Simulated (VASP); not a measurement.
# KI (I4/mmm) in VASP: notebook

Runs on KI. Level: PBEsol. Tasks: single point.

All numbers are computed with VASP 6.6.1; they aren't measurements. Logs are shortened: lines on timing, memory, paths and dates and some standing lists are left out, and cuts for length are marked.

### Step 1. The cell of the first run

Symmetry: I4/mmm, No. 139, tetragonal system. The conventional cell has a = 4.984 Å, b = 4.984 Å, c = 6.767 Å, α = 90.00°, β = 90.00°, γ = 90.00°. Within 4.4 Å of K (site symmetry 4/mmm) lie 6 I at 3.38 to 3.52 Å. I (site symmetry 4/mmm) has 6 K at 3.38 to 3.52 Å within 4.4 Å.

### Step 2. Single point, PBEsol (strain -0.0400 x Voigt [0, 0, 1, 0, 0, 0])

INCAR

```
  PREC = Accurate
  ENCUT = 520
  EDIFF = 1E-6
  ISMEAR = 0
  SIGMA = 0.05
  LREAL = False
  LASPH = True
  NELM = 100
  ALGO = Normal
  ISIF = 2
  LWAVE = False
  LCHARG = False
  GGA = PS
  NBANDS = 15
```

KPOINTS

```
Automatic mesh
0
Gamma
  6 6 6
```

POSCAR

```
KI
1.0
    0.0000000000      3.5245500000      3.3835680000
    3.5245500000      0.0000000000      3.3835680000
    3.5245500000      3.5245500000      0.0000000000
K I
1 1
Direct
    0.0000000000      0.0000000000      0.0000000000
    0.5000000000      0.5000000000      0.5000000000
```

Potentials or basis: VASP PAW PBE potentials, release 64 (K_sv, I).

Started as:

```sh
$ cat potpaw_PBE.64/K_sv/POTCAR potpaw_PBE.64/I/POTCAR > POTCAR
$ mpirun -np 1 vasp_std > vasp.out
```

OUTCAR:

```text
PREC = Accurate
   ENCUT = 520
   EDIFF = 1E-6
   ISMEAR = 0
   LREAL = False
   LASPH = True
   NELM = 100
   ISIF = 2
   GGA = PS

 ion  position               nearest neighbor table
   1  0.000  0.000  0.000-   2 3.38   2 3.38   2 3.52   2 3.52   2 3.52   2 3.52
   2  0.500  0.500  0.500-   1 3.38   1 3.38   1 3.52   1 3.52   1 3.52   1 3.52

  LATTYP: Found a body centered tetragonal cell.
 ALAT       =     4.9844664113
 C/A-ratio  =     1.3576450199

  Lattice vectors:

 A1 = (   0.0000000000,  -3.5245500000,  -3.3835680000)
 A2 = (   0.0000000000,   3.5245500000,  -3.3835680000)
 A3 = (   3.5245500000,   0.0000000000,   3.3835680000)

Analysis of symmetry for initial positions (statically):
=====================================================================
 Subroutine PRICEL returns:
 Original cell was already a primitive cell.

 Routine SETGRP: Setting up the symmetry group for a
 body centered tetragonal supercell.

 Subroutine GETGRP returns: Found 16 space group operations
 (whereof 16 operations were pure point group operations)
 out of a pool of 16 trial point group operations.

The static configuration has the point symmetry D_4h.

Analysis of symmetry for dynamics (positions and initial velocities):
=====================================================================
 Subroutine PRICEL returns:
 Original cell was already a primitive cell.

 Routine SETGRP: Setting up the symmetry group for a
 body centered tetragonal supercell.

 Subroutine GETGRP returns: Found 16 space group operations
 (whereof 16 operations were pure point group operations)
 out of a pool of 16 trial point group operations.

The dynamic configuration has the point symmetry D_4h.

 Subroutine INISYM returns: Found 16 space group operations
 (whereof 16 operations are pure point group operations),
 and found     1 'primitive' translations

----------------------------------------------------------------------------------------

                                     Primitive cell

  volume of cell :      84.0644

  direct lattice vectors                    reciprocal lattice vectors
     0.000000000  3.524550000  3.383568000    -0.141862082  0.141862082  0.147773002
     3.524550000  0.000000000  3.383568000     0.141862082 -0.141862082  0.147773002
     3.524550000  3.524550000  0.000000000     0.141862082  0.141862082 -0.147773002

  length of vectors
     4.885794215  4.885794215  4.984466411     0.249171749  0.249171749  0.249171749

  position of ions in fractional coordinates (direct lattice)
     0.000000000  0.000000000  0.000000000
     0.500000000  0.500000000  0.500000000

  ion indices of the primitive-cell ions
   primitive index   ion index
                 1           1
                 2           2

----------------------------------------------------------------------------------------

 KPOINTS: Automatic mesh

Automatic generation of k-mesh.
 Grid dimensions read from file:
 generate k-points for:    6    6    6

 Generating k-lattice:

  Cartesian coordinates                     Fractional coordinates (reciprocal lattice)
    -0.023643680  0.023643680  0.024628834     0.166666667  0.000000000  0.000000000
     0.023643680 -0.023643680  0.024628834     0.000000000  0.166666667  0.000000000
     0.023643680  0.023643680 -0.024628834    -0.000000000 -0.000000000  0.166666667

  Length of vectors
     0.041528625  0.041528625  0.041528625

  Shift w.r.t. Gamma in fractional coordinates (k-lattice)
     0.000000000  0.000000000  0.000000000

 Subroutine IBZKPT returns following result:
 ===========================================

 Found     30 irreducible k-points:

 Following reciprocal coordinates:
            Coordinates               Weight
  0.000000  0.000000  0.000000      1.000000
  0.166667  0.000000  0.000000      8.000000
  0.333333  0.000000  0.000000      8.000000
  0.500000 -0.000000  0.000000      4.000000
  0.166667  0.166667  0.000000      2.000000
  0.333333  0.166667  0.000000      8.000000
[... 16 lines left out ...]
  0.333333  0.000000  0.333333      4.000000
  0.500000  0.000000  0.333333     16.000000
 [... further k-points ...]
   k-points           NKPTS =     30   k-points in BZ     NKDIM =     30   number of bands    NBANDS=     15
   number of dos      NEDOS =    301   number of ions     NIONS =      2
   total plane-waves  NPLWV =  51840
   dimension x,y,z NGX =    36 NGY =   36 NGZ =   40
   dimension x,y,z NGXF=    72 NGYF=   72 NGZF=   80
   ions per type =               1   1
   NGX,Y,Z   is equivalent  to a cutoff of  12.25, 12.25, 13.34 a.u.
   NGXF,Y,Z  is equivalent  to a cutoff of  24.50, 24.50, 26.68 a.u.
 SYSTEM =  unknown system
   PREC   = accura    normal or accurate (medium, high low for compatibility)
   ISTART =      0    job   : 0-new  1-cont  2-samecut
   ICHARG =      2    charge: 1-file 2-atom 10-const
   ISPIN  =      1    spin polarized calculation?
   LNONCOLLINEAR =      F non collinear calculations
   LSORBIT =      F    spin-orbit coupling
   LASPH  =      T    aspherical Exc in radial PAW
   ENCUT  =  520.0 eV  38.22 Ry    6.18 a.u.   9.08  9.08  9.27*2*pi/ulx,y,z
   NELM   =    100;   NELMIN=  2; NELMDL= -5     # of ELM steps
   EDIFF  = 0.1E-05   stopping-criterion for ELM
   LREAL  =      F    real-space projection
   EDIFFG = 0.1E-04   stopping-criterion for IOM
   NSW    =      0    number of steps for IOM
   IBRION =     -1    ionic relax: 0-MD 1-quasi-New 2-CG
   NFREE  =      0    steps in history (QN), initial steepest desc. (CG)
   ISIF   =      2    stress and relaxation
   ISYM   =      2    0-nonsym 1-usesym 2-fastsym
   POTIM  = 0.5000    time-step for ionic-motion
   TEBEG  =    0.0;   TEEND  =   0.0 temperature during run
   PSTRESS=    0.0 pullay stress
   NELECT =      16.0000    total number of electrons
   NUPDOWN=      -1.0000    fix difference up-down
   EMIN   =  10.00;   EMAX   =-10.00  energy-range for DOS
   EFERMI =   0.00;   METHOD = LEGACY
   ISMEAR =     0;   SIGMA  =   0.05  broadening in eV -4-tet -1-fermi 0-gaus
   EFERMI_NEDOS =   21; number of points for ismear=-14 and -15
   IALGO  =     38    algorithm
   IMIX   =      4    mixing-type and parameters
     AMIX     =   0.40;   BMIX     =  1.00
     AMIX_MAG =   1.60;   BMIX_MAG =  1.00
  volume/ion in A,a.u.               =      42.03       283.65
  Fermi-wavevector in a.u.,A,eV,Ry     =   0.941696  1.779547 12.065530  0.886791
  Thomas-Fermi vector in A             =   2.069232
   LORBIT       =      0    0 simple, 1 ext, 2 COOP (PROOUT), +10 PAW based schemes
   GGA     = PS    functional components
   LHFCALC =     F    Hartree Fock is set to
   AEXX    =    0.0000 exact exchange contribution
   IVDW    =     0    specifies the selected vdW correction
   LEPSILON=     F    determine dielectric tensor
   LRPA    =     F    only Hartree local field effects (RPA)
 non-spin polarized calculation
 Gauss-broadening in eV      SIGMA  =   0.05
  energy-cutoff  :      520.00
  volume of cell :       84.06
 maximum number of plane-waves:      2304
   NGX = 19   NGY = 19   NGZ = 19

 number of electron      15.9999998 magnetization

 Free energy of the ion-electron system (eV)
  ---------------------------------------------------
  ext. energy  EPLUGINS =         0.00000000
  ---------------------------------------------------
  free energy    TOTEN  =        -5.80432921 eV

  energy without entropy =       -5.80432921  energy(sigma->0) =       -5.80432921

 E-fermi :   0.0203     XC(G=0):  -7.5363

 val. band max:       -0.2417769598   @ k =   0.0000   0.0000   0.0000
 cond. band min:       3.6587268649   @ k =   0.0000   0.0000   0.0000
 fundamental gap:      3.9005038247
 Fermi energy:         0.0203319739

 k-point     1 :       0.0000    0.0000    0.0000
  band No.  band energies     occupation
      1     -28.4986      2.00000
      2     -12.0655      2.00000
      3     -12.0565      2.00000
      4     -12.0565      2.00000
      5     -10.8705      2.00000
      6      -0.2602      2.00000
      7      -0.2602      2.00000
      8      -0.2418      2.00000
      9       3.6587      0.00000
     10       6.0607      0.00000
     11       6.0607      0.00000
     12       6.3219      0.00000
     13       6.8306      0.00000
     14       7.0168      0.00000
     15       9.4001      0.00000

 k-point     2 :       0.1667    0.0000    0.0000
  band No.  band energies     occupation
      1     -28.4979      2.00000
      2     -12.1256      2.00000
      3     -12.0611      2.00000
      4     -12.0580      2.00000
      5     -10.7677      2.00000
      6      -0.7254      2.00000
      7      -0.3669      2.00000
      8      -0.3529      2.00000
      9       4.3146      0.00000
     10       6.0553      0.00000
     11       6.3753      0.00000
     12       6.5434      0.00000
     13       7.1717      0.00000
     14       7.3739      0.00000
     15      10.3520      0.00000

 k-point     3 :       0.3333    0.0000    0.0000
  band No.  band energies     occupation
      1     -28.4965      2.00000
      2     -12.2329      2.00000
      3     -12.0613      2.00000
      4     -12.0609      2.00000
      5     -10.5814      2.00000
      6      -1.4323      2.00000
      7      -0.5619      2.00000
      8      -0.5454      2.00000
      9       5.0223      0.00000
     10       6.7754      0.00000
     11       7.1140      0.00000
     12       7.2872      0.00000
     13       8.0820      0.00000
     14       8.2758      0.00000
     15       9.5322      0.00000

 k-point     4 :       0.5000   -0.0000    0.0000
  band No.  band energies     occupation
      1     -28.4957      2.00000
      2     -12.2791      2.00000
      3     -12.0623      2.00000
      4     -12.0613      2.00000
      5     -10.4943      2.00000
      6      -1.7238      2.00000
      7      -0.6518      2.00000
      8      -0.6347      2.00000
      9       5.1683      0.00000
     10       7.4780      0.00000
     11       7.7467      0.00000
     12       8.0856      0.00000
     13       8.4791      0.00000
     14       8.5008      0.00000
     15       9.2285      0.00000
[... 307 lines left out ...]
 k-point    22 :      -0.3333    0.5000    0.1667
  band No.  band energies     occupation
      1     -28.4946      2.00000
      2     -12.1178      2.00000
      3     -12.1137      2.00000
      4     -12.0912      2.00000
      5     -10.6441      2.00000
      6      -1.1785      2.00000
      7      -0.9133      2.00000
      8      -0.8631      2.00000
      9       5.2154      0.00000
     10       6.1665      0.00000
     11       7.0917      0.00000
     12       8.1948      0.00000
     13       8.3902      0.00000
     14       9.4396      0.00000
     15      10.0519      0.00000

 k-point    23 :       0.3333    0.0000    0.3333
  band No.  band energies     occupation
      1     -28.4959      2.00000
      2     -12.1349      2.00000
      3     -12.0846      2.00000
      4     -12.0705      2.00000
      5     -10.6937      2.00000
      6      -1.2988      2.00000
      7      -0.5647      2.00000
      8      -0.5384      2.00000
      9       4.7668      0.00000
     10       5.4680      0.00000
     11       7.5666      0.00000
     12       7.7970      0.00000
     13       8.4527      0.00000
     14       8.6089      0.00000
     15       9.7244      0.00000

 k-point    24 :       0.5000    0.0000    0.3333
  band No.  band energies     occupation
      1     -28.4952      2.00000
      2     -12.1467      2.00000
      3     -12.0946      2.00000
      4     -12.0752      2.00000
      5     -10.6508      2.00000
      6      -1.3294      2.00000
      7      -0.8263      2.00000
      8      -0.6307      2.00000
      9       4.9298      0.00000
     10       6.0232      0.00000
     11       7.4837      0.00000
     12       7.9682      0.00000
     13       8.7009      0.00000
     14       9.1581      0.00000
     15       9.6055      0.00000

 [... further k-points ...]
[... 5 lines left out ...]
  --------------------------------------------------------------------------------------
  -------------------------------------------------------------------------------------
  Total       -0.0156141     -0.0156141      0.6871724      0.0000000      0.0000000     -0.0000000
  in kB       -0.2975888     -0.2975888     13.0967651      0.0000000      0.0000000     -0.0000000
  external PRESSURE =       4.1671958 kB  Pullay stress =       0.0000000 kB

 VOLUME and BASIS-vectors are now :
 -----------------------------------------------------------------------------
  energy-cutoff  :      520.00
  volume of cell :       84.06
      direct lattice vectors                 reciprocal lattice vectors
     0.000000000  3.524550000  3.383568000    -0.141862082  0.141862082  0.147773002
     3.524550000  0.000000000  3.383568000     0.141862082 -0.141862082  0.147773002
     3.524550000  3.524550000  0.000000000     0.141862082  0.141862082 -0.147773002

 POSITION                                       TOTAL-FORCE (eV/Angst)
 -----------------------------------------------------------------------------------
      0.00000      0.00000      0.00000         0.000000     -0.000000      0.000000
      3.52455      3.52455      3.38357        -0.000000      0.000000      0.000000
 -----------------------------------------------------------------------------------
    total drift:                                0.000000      0.000000      0.000000

  FREE ENERGIE OF THE ION-ELECTRON SYSTEM (eV)
  ---------------------------------------------------
  free  energy   TOTEN  =        -5.8043292065 eV

  energy  without entropy=       -5.8043292065  energy(sigma->0) =       -5.80432921
```

Wall time 36 s (1 thread of Intel Xeon Platinum 8488C (Sapphire Rapids), shared host); peak memory 0.23 GiB.

Results:

* Free energy: -5.8043 eV
* Pressure: 0.4 GPa
* Band gap on the k mesh: 3.90 eV, direct

Stress tensor (GPa, compression positive):
```
-0.03  0.00  0.00
 0.00 -0.03  0.00
 0.00  0.00  1.31
```

Levels at points of the mesh, in eV from the valence-band top:
```tsv
k point	band 5	band 6	band 7	band 8	band 9	band 10	band 11	band 12
(0.00, 0.00, 0.00)	-10.63	-0.02	-0.02	0.00	3.90	6.30	6.30	6.56
(0.50, 0.00, 0.00)	-10.25	-1.48	-0.41	-0.39	5.41	7.72	7.99	8.33
(0.50, 0.50, 0.00)	-10.45	-1.07	-0.46	-0.46	4.70	5.78	8.18	8.84
(0.50, 0.00, 0.50)	-10.47	-1.13	-0.41	-0.37	4.74	5.77	8.07	8.81
```

Caveat: the cell differs from its parent crystal (strain -0.0400 x Voigt [0, 0, 1, 0, 0, 0]); the PAW data sets were made with another functional, which shifts forces and pressure a little; spin-orbit coupling is left out, which moves the levels of the heavy elements.

(Part 1 of 2 ends here.)
